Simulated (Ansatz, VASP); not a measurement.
# One calculation of Ni, two programs

```xyz
2
Lattice="2.0860 -1.2654 0.0000 2.0860 1.2654 0.0000 0.0000 0.0000 4.1717" Properties=species:S:1:pos:R:3 pbc="T T T"
Ni    2.0860   -0.6327    1.0429
Ni    2.0860    0.6327    3.1288
```

Alike in both runs: functional PBE; k mesh 20 × 20 × 10; occupations gaussian, width 0.1 eV; collinear spin.

Ansatz relaxed the structure, and its values are those at the end. VASP's run is a single point on that final structure, the one shown.

|  | VASP | Ansatz |
| --- | --- | --- |
| version | VASP 6.6.1 | Ansatz 0.2.0 |
| potentials or method | VASP PAW PBE potentials, release 64 (Ni_sv_GW), cutoff 590 eV | scalar-relativistic, plane waves, PAW |
| valence electrons in the cell | 36 | 36 |

```csv
,VASP,Ansatz,Ansatz less VASP
gap on the k mesh at the Fermi level (eV),none,none,-
pressure (GPa),-3.9,0.0,+3.89
net moment per atom (μB),0.60,0.60,0.000
size of the moment on the site where the two differ most (μB),0.64,0.64,0.000
```

Site moments also hang on the region over which each program counts them. A gap of «none» marks a metal or a gap that the smearing closes. With one functional, cell and mesh, what is left measures potentials, basis and numerics. Ansatz's warnings: structure snapped to symmetry.
